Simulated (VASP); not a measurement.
# AlCo (CsCl type) (Pm-3m) in VASP: notebook

The runs below take AlCo (CsCl type) through single point, with PBE.

All numbers are computed with VASP 6.6.1; they aren't measurements. Logs are shortened: lines on timing, memory, paths and dates and some standing lists are left out, and cuts for length are marked.

**1. The cell of the first run**

Symmetry: Pm-3m, No. 221, cubic system. The conventional cell has a = 2.515 Å, b = 2.515 Å, c = 2.515 Å, α = 90.00°, β = 90.00°, γ = 90.00°. Within 2.9 Å of Co (site symmetry m-3m) lie 8 Al at 2.18 Å and 6 Co at 2.52 Å. Within 2.9 Å of Al (site symmetry m-3m) lie 8 Co at 2.18 Å and 6 Al at 2.52 Å.

**2. Single point, PBE**

INCAR

```
PREC = Accurate
ENCUT = 520
EDIFF = 1E-6
ISMEAR = -1
SIGMA = 0.05
LREAL = False
LASPH = True
NELM = 100
ALGO = Normal
ISIF = 2
LWAVE = False
LCHARG = False
GGA = PE
NBANDS = 13
```

KPOINTS

```
Automatic mesh
0
Gamma
  16 16 16
```

POSCAR

```
AlCo
1.0
    2.5150051328      0.0000000000      0.0000000000
    0.0000000000      2.5150051328      0.0000000000
    0.0000000000      0.0000000000      2.5150051328
Co Al
1 1
Direct
    0.0000000000      0.0000000000      0.0000000000
    0.5000000000      0.5000000000      0.5000000000
```

Potentials or basis: VASP PAW PBE potentials, release 64 (Co, Al).

Command:

```
$ cat potpaw_PBE.64/Co/POTCAR potpaw_PBE.64/Al/POTCAR > POTCAR
$ mpirun -np 1 vasp_std > vasp.out
```

OUTCAR:

```text
PREC = Accurate
   ENCUT = 520
   EDIFF = 1E-6
   ISMEAR = -1
   LREAL = False
   LASPH = True
   NELM = 100
   ISIF = 2
   GGA = PE

 ion  position               nearest neighbor table
   1  0.000  0.000  0.000-   2 2.18   2 2.18   2 2.18   2 2.18   2 2.18   2 2.18   2 2.18   2 2.18

   2  0.500  0.500  0.500-   1 2.18   1 2.18   1 2.18   1 2.18   1 2.18   1 2.18   1 2.18   1 2.18

  LATTYP: Found a simple cubic cell.
 ALAT       =     2.5150051328

  Lattice vectors:

 A1 = (   2.5150051328,   0.0000000000,   0.0000000000)
 A2 = (   0.0000000000,   2.5150051328,   0.0000000000)
 A3 = (   0.0000000000,   0.0000000000,   2.5150051328)

Analysis of symmetry for initial positions (statically):
=====================================================================
 Subroutine PRICEL returns:
 Original cell was already a primitive cell.

 Routine SETGRP: Setting up the symmetry group for a
 simple cubic supercell.

 Subroutine GETGRP returns: Found 48 space group operations
 (whereof 48 operations were pure point group operations)
 out of a pool of 48 trial point group operations.

The static configuration has the point symmetry O_h .

Analysis of symmetry for dynamics (positions and initial velocities):
=====================================================================
 Subroutine PRICEL returns:
 Original cell was already a primitive cell.

 Routine SETGRP: Setting up the symmetry group for a
 simple cubic supercell.

 Subroutine GETGRP returns: Found 48 space group operations
 (whereof 48 operations were pure point group operations)
 out of a pool of 48 trial point group operations.

The dynamic configuration has the point symmetry O_h .

 Subroutine INISYM returns: Found 48 space group operations
 (whereof 48 operations are pure point group operations),
 and found     1 'primitive' translations

----------------------------------------------------------------------------------------

                                     Primitive cell

  volume of cell :      15.9080

  direct lattice vectors                    reciprocal lattice vectors
     2.515005133  0.000000000  0.000000000     0.397613503  0.000000000  0.000000000
     0.000000000  2.515005133  0.000000000     0.000000000  0.397613503  0.000000000
     0.000000000  0.000000000  2.515005133     0.000000000  0.000000000  0.397613503

  length of vectors
     2.515005133  2.515005133  2.515005133     0.397613503  0.397613503  0.397613503

  position of ions in fractional coordinates (direct lattice)
     0.000000000  0.000000000  0.000000000
     0.500000000  0.500000000  0.500000000

  ion indices of the primitive-cell ions
   primitive index   ion index
                 1           1
                 2           2

----------------------------------------------------------------------------------------

 KPOINTS: Automatic mesh

Automatic generation of k-mesh.
 Grid dimensions read from file:
 generate k-points for:   16   16   16

 Generating k-lattice:

  Cartesian coordinates                     Fractional coordinates (reciprocal lattice)
     0.024850844  0.000000000  0.000000000     0.062500000  0.000000000  0.000000000
     0.000000000  0.024850844  0.000000000     0.000000000  0.062500000  0.000000000
     0.000000000  0.000000000  0.024850844     0.000000000  0.000000000  0.062500000

  Length of vectors
     0.024850844  0.024850844  0.024850844

  Shift w.r.t. Gamma in fractional coordinates (k-lattice)
     0.000000000  0.000000000  0.000000000

 Subroutine IBZKPT returns following result:
 ===========================================

 Found    165 irreducible k-points:

 Following reciprocal coordinates:
            Coordinates               Weight
  0.000000  0.000000  0.000000      1.000000
  0.062500  0.000000  0.000000      6.000000
  0.125000  0.000000  0.000000      6.000000
  0.187500  0.000000  0.000000      6.000000
  0.250000  0.000000  0.000000      6.000000
  0.312500  0.000000  0.000000      6.000000
[... 16 lines left out ...]
  0.437500  0.125000  0.000000     24.000000
  0.500000  0.125000  0.000000     12.000000
 [... further k-points ...]
   k-points           NKPTS =    165   k-points in BZ     NKDIM =    165   number of bands    NBANDS=     13
   number of dos      NEDOS =    301   number of ions     NIONS =      2
   total plane-waves  NPLWV =   8000
   dimension x,y,z NGX =    20 NGY =   20 NGZ =   20
   dimension x,y,z NGXF=    40 NGYF=   40 NGZF=   40
   ions per type =               1   1
   NGX,Y,Z   is equivalent  to a cutoff of  13.22, 13.22, 13.22 a.u.
   NGXF,Y,Z  is equivalent  to a cutoff of  26.44, 26.44, 26.44 a.u.
 SYSTEM =  unknown system
   PREC   = accura    normal or accurate (medium, high low for compatibility)
   ISTART =      0    job   : 0-new  1-cont  2-samecut
   ICHARG =      2    charge: 1-file 2-atom 10-const
   ISPIN  =      1    spin polarized calculation?
   LNONCOLLINEAR =      F non collinear calculations
   LSORBIT =      F    spin-orbit coupling
   LASPH  =      T    aspherical Exc in radial PAW
   ENCUT  =  520.0 eV  38.22 Ry    6.18 a.u.   4.68  4.68  4.68*2*pi/ulx,y,z
   NELM   =    100;   NELMIN=  2; NELMDL= -5     # of ELM steps
   EDIFF  = 0.1E-05   stopping-criterion for ELM
   LREAL  =      F    real-space projection
   EDIFFG = 0.1E-04   stopping-criterion for IOM
   NSW    =      0    number of steps for IOM
   IBRION =     -1    ionic relax: 0-MD 1-quasi-New 2-CG
   NFREE  =      0    steps in history (QN), initial steepest desc. (CG)
   ISIF   =      2    stress and relaxation
   ISYM   =      2    0-nonsym 1-usesym 2-fastsym
   POTIM  = 0.5000    time-step for ionic-motion
   TEBEG  =    0.0;   TEEND  =   0.0 temperature during run
   PSTRESS=    0.0 pullay stress
   NELECT =      12.0000    total number of electrons
   NUPDOWN=      -1.0000    fix difference up-down
   EMIN   =  10.00;   EMAX   =-10.00  energy-range for DOS
   EFERMI =   0.00;   METHOD = LEGACY
   ISMEAR =    -1;   SIGMA  =   0.05  broadening in eV -4-tet -1-fermi 0-gaus
   EFERMI_NEDOS =   21; number of points for ismear=-14 and -15
   IALGO  =     38    algorithm
   IMIX   =      4    mixing-type and parameters
     AMIX     =   0.40;   BMIX     =  1.00
     AMIX_MAG =   1.60;   BMIX_MAG =  1.00
  volume/ion in A,a.u.               =       7.95        53.68
  Fermi-wavevector in a.u.,A,eV,Ry     =   1.490263  2.816189 30.216975  2.220885
  Thomas-Fermi vector in A             =   2.603067
   LORBIT       =      0    0 simple, 1 ext, 2 COOP (PROOUT), +10 PAW based schemes
   GGA     = PE    functional components
   LHFCALC =     F    Hartree Fock is set to
   AEXX    =    0.0000 exact exchange contribution
   IVDW    =     0    specifies the selected vdW correction
   LEPSILON=     F    determine dielectric tensor
   LRPA    =     F    only Hartree local field effects (RPA)
 non-spin polarized calculation
  energy-cutoff  :      520.00
  volume of cell :       15.91
 maximum number of plane-waves:       449
 NGX is ok and might be reduce to    20
   NGX =  9   NGY =  9   NGZ =  9

 number of electron      11.9999994 magnetization

 Free energy of the ion-electron system (eV)
  ---------------------------------------------------
  ext. energy  EPLUGINS =         0.00000000
  ---------------------------------------------------
  free energy    TOTEN  =        -9.53561902 eV

  energy without entropy =       -9.53254379  energy(sigma->0) =       -9.53408140

 E-fermi :  16.6281     XC(G=0): -14.2285

 val. band max:       16.5918033796   @ k =   0.5000   0.3750   0.0000
 cond. band min:      16.6289677576   @ k =   0.5000   0.4375   0.1875
 fundamental gap:      0.0371643780
 Fermi energy:        16.6280898874

 k-point     1 :       0.0000    0.0000    0.0000
  band No.  band energies     occupation
      1       2.7554      2.00000
      2      11.4124      2.00000
      3      11.4125      2.00000
      4      15.1671      2.00000
      5      15.1671      2.00000
      6      15.1671      2.00000
      7      24.8378      0.00000
      8      24.8378      0.00000
      9      24.8378      0.00000
     10      27.0164      0.00000
     11      27.0164      0.00000
     12      40.3936      0.00000
     13      43.3286      0.00000

 k-point     2 :       0.0625    0.0000    0.0000
  band No.  band energies     occupation
      1       2.8532      2.00000
      2      11.4228      2.00000
      3      11.4474      2.00000
      4      15.1027      2.00000
      5      15.1027      2.00000
      6      15.1747      2.00000
      7      23.7926      0.00000
      8      24.9692      0.00000
      9      24.9692      0.00000
     10      26.9592      0.00000
     11      28.0403      0.00000
     12      40.6243      0.00000
     13      42.0480      0.00000

 k-point     3 :       0.1250    0.0000    0.0000
  band No.  band energies     occupation
      1       3.1442      2.00000
      2      11.4376      2.00000
      3      11.5485      2.00000
      4      14.9260      2.00000
      5      14.9260      2.00000
      6      15.1967      2.00000
      7      22.1559      0.00000
      8      25.3468      0.00000
      9      25.3468      0.00000
     10      26.7912      0.00000
     11      29.6199      0.00000
     12      40.3819      0.00000
     13      40.3819      0.00000
[... 305 lines left out ...]
 k-point    23 :       0.4375    0.1250    0.0000
  band No.  band energies     occupation
      1       7.3363      2.00000
      2       9.4465      2.00000
      3      12.5181      2.00000
      4      13.6687      2.00000
      5      13.8412      2.00000
      6      15.1270      2.00000
      7      17.1926      0.00002
      8      24.8697      0.00000
      9      27.4060      0.00000
     10      29.7839      0.00000
     11      32.5779      0.00000
     12      33.5830      0.00000
     13      37.3238      0.00000

 k-point    24 :       0.5000    0.1250    0.0000
  band No.  band energies     occupation
      1       8.2123      2.00000
      2       8.5979      2.00000
      3      12.5769      2.00000
      4      13.6339      2.00000
      5      13.7961      2.00000
      6      15.1349      2.00000
      7      17.0664      0.00031
      8      24.9687      0.00000
      9      27.3679      0.00000
     10      30.1928      0.00000
     11      32.3878      0.00000
     12      33.0974      0.00000
     13      37.4757      0.00000

 [... further k-points ...]

------------------------ aborting loop because EDIFF is reached ----------------------------------------

  FORCE on cell =-STRESS in cart. coord.  units (eV):
  Direction    XX          YY          ZZ          XY          YZ          ZX
  --------------------------------------------------------------------------------------
  -------------------------------------------------------------------------------------
  Total       14.9252318     14.9252318     14.9252318      0.0000000      0.0000000      0.0000000
  in kB     1503.1940191   1503.1940191   1503.1940191      0.0000000      0.0000000      0.0000000
  external PRESSURE =    1503.1940191 kB  Pullay stress =       0.0000000 kB

 VOLUME and BASIS-vectors are now :
 -----------------------------------------------------------------------------
  energy-cutoff  :      520.00
  volume of cell :       15.91
      direct lattice vectors                 reciprocal lattice vectors
     2.515005133  0.000000000  0.000000000     0.397613503  0.000000000  0.000000000
     0.000000000  2.515005133  0.000000000     0.000000000  0.397613503  0.000000000
     0.000000000  0.000000000  2.515005133     0.000000000  0.000000000  0.397613503

 POSITION                                       TOTAL-FORCE (eV/Angst)
 -----------------------------------------------------------------------------------
      0.00000      0.00000      0.00000         0.000000      0.000000      0.000000
      1.25750      1.25750      1.25750         0.000000      0.000000      0.000000
 -----------------------------------------------------------------------------------
    total drift:                               -0.000000      0.000000      0.000000

  FREE ENERGIE OF THE ION-ELECTRON SYSTEM (eV)
  ---------------------------------------------------
  free  energy   TOTEN  =        -9.5356190193 eV

  energy  without entropy=       -9.5325437867  energy(sigma->0) =       -9.53408140
```

Run time: 24 s. Hardware: 1 thread of Intel Xeon Platinum 8488C (Sapphire Rapids), shared host; peak memory 0.15 GiB.

Results:

```yaml
Free_energy: -9.5356 eV
Pressure: 150.3 GPa
Band_gap_on_the_k_mesh: zero (band 6 reaches 19.04 eV, above the bottom of band 7 at 16.23 eV)
```

Spin polarisation is off, so any magnetic state and its effect on volume and gap are missing.

**3. Single point, PBE**

INCAR

```
SYSTEM = AlCo
PREC = Accurate
ENCUT = 520
EDIFF = 1E-6
ISMEAR = -1
SIGMA = 0.05
LREAL = .FALSE.
LASPH = .TRUE.
NELM = 80
ALGO = Normal
ISIF = 2
LWAVE = .FALSE.
LCHARG = .TRUE.
GGA = PE
LELF = .TRUE.
LVHAR = .TRUE.
NBANDS = 13
```

KPOINTS

```
Automatic mesh
0
G
  16 16 16
  0 0 0
```

POSCAR

```
AlCo
1.0
    2.5143467789      0.0000000000      0.0000000000
    0.0000000000      2.5143467789      0.0000000000
    0.0000000000      0.0000000000      2.5143467789
Co Al
1 1
Direct
    0.0000000000      0.0000000000      0.0000000000
    0.5000000000      0.5000000000      0.5000000000
```

Potentials or basis: VASP PAW PBE potentials, release 64 (Co, Al).

Command:

```
$ cat potpaw_PBE.64/Co/POTCAR potpaw_PBE.64/Al/POTCAR > POTCAR
$ mpirun -np 1 vasp_std > vasp.out
```

OUTCAR:

```text
SYSTEM = AlCo
   PREC = Accurate
   ENCUT = 520
   EDIFF = 1E-6
   ISMEAR = -1
   LREAL = .FALSE.
   LASPH = .TRUE.
   NELM = 80
   ISIF = 2
   GGA = PE

 ion  position               nearest neighbor table
   1  0.000  0.000  0.000-   2 2.18   2 2.18   2 2.18   2 2.18   2 2.18   2 2.18   2 2.18   2 2.18

   2  0.500  0.500  0.500-   1 2.18   1 2.18   1 2.18   1 2.18   1 2.18   1 2.18   1 2.18   1 2.18

  LATTYP: Found a simple cubic cell.
 ALAT       =     2.5143467789

[... 572 lines left out ...]

------------------------ aborting loop because EDIFF is reached ----------------------------------------

  FORCE on cell =-STRESS in cart. coord.  units (eV):
  Direction    XX          YY          ZZ          XY          YZ          ZX
  --------------------------------------------------------------------------------------
  -------------------------------------------------------------------------------------
  Total       14.9691923     14.9691923     14.9691923      0.0000000     -0.0000000      0.0000000
  in kB     1508.8060715   1508.8060715   1508.8060715      0.0000000     -0.0000000      0.0000000
  external PRESSURE =    1508.8060715 kB  Pullay stress =       0.0000000 kB

 VOLUME and BASIS-vectors are now :
 -----------------------------------------------------------------------------
  energy-cutoff  :      520.00
  volume of cell :       15.90
      direct lattice vectors                 reciprocal lattice vectors
     2.514346779  0.000000000  0.000000000     0.397717613  0.000000000  0.000000000
     0.000000000  2.514346779  0.000000000     0.000000000  0.397717613  0.000000000
     0.000000000  0.000000000  2.514346779     0.000000000  0.000000000  0.397717613

 POSITION                                       TOTAL-FORCE (eV/Angst)
 -----------------------------------------------------------------------------------
      0.00000      0.00000      0.00000         0.000000      0.000000      0.000000
      1.25717      1.25717      1.25717         0.000000      0.000000      0.000000
 -----------------------------------------------------------------------------------
    total drift:                               -0.000000      0.000000      0.000000

  FREE ENERGIE OF THE ION-ELECTRON SYSTEM (eV)
  ---------------------------------------------------
  free  energy   TOTEN  =        -9.5238776525 eV

  energy  without entropy=       -9.5208079507  energy(sigma->0) =       -9.52234280
```

Wall time 29 s (1 thread of Intel Xeon Platinum 8488C (Sapphire Rapids), shared host); peak memory 0.15 GiB.

What came out:

| Property | Result |
| --- | --- |
| Free energy | -9.5239 eV |
| Pressure | 150.9 GPa |
| Band gap on the k mesh | zero (band 6 reaches 19.06 eV, above the bottom of band 7 at 16.25 eV) |
